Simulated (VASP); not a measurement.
Here is a VASP 6.6.1 calculation.

The input INCAR:

```
SYSTEM = MgI2
PREC     = Accurate       ! precision mode
ENCUT    = 520            ! plane-wave cutoff, eV
EDIFF    = 1E-6           ! SCF threshold, eV
ISMEAR   = 0              ! smearing method
SIGMA    = 0.05           ! smearing width, eV
LREAL    = .FALSE.        ! projectors in reciprocal space
LASPH    = .TRUE.         ! aspherical terms in the spheres
NELM     = 100            ! most SCF steps
ALGO     = Normal         ! electronic algorithm
ISIF     = 2              ! what is computed and relaxed
LWAVE    = .FALSE.        ! write WAVECAR
LCHARG   = .TRUE.         ! write CHGCAR
GGA      = PE             ! functional
LELF     = .TRUE.         ! ELF
LVHAR    = .TRUE.       
NBANDS   = 15             ! bands
```

KPOINTS

```
Automatic mesh
0
G
  6 6 4
  0 0 0
```

File POSCAR:

```
MgI2
1.0
    4.2950988506      0.0000000000      0.0000000000
   -2.1475494253      3.7196647164      0.0000000000
    0.0000000000      0.0000000000      7.9749240755
Mg I
1 2
Direct
    0.0000000000      0.0000000000      0.0000000000
    0.3333333333      0.6666666667      0.7820264016
    0.6666666667      0.3333333333      0.2179735984
```

Potentials or basis: VASP PAW PBE potentials, release 64 (Mg, I).

Run with:

```bash
$ cat potpaw_PBE.64/Mg/POTCAR potpaw_PBE.64/I/POTCAR > POTCAR
$ mpirun -np 1 vasp_std > vasp.out
```

Question: What does it give for the largest force?

Answer: 0.408 eV/Å.

Question: Estimate the pressure.

Answer: -1.7 GPa.

Stress tensor (GPa, compression positive):
```
-1.61  0.00  0.00
 0.00 -1.61  0.00
 0.00  0.00 -1.79
```

Caveat: this functional lacks dispersion, which binds the layers, so the pressure and a relaxed spacing across them are unreliable.
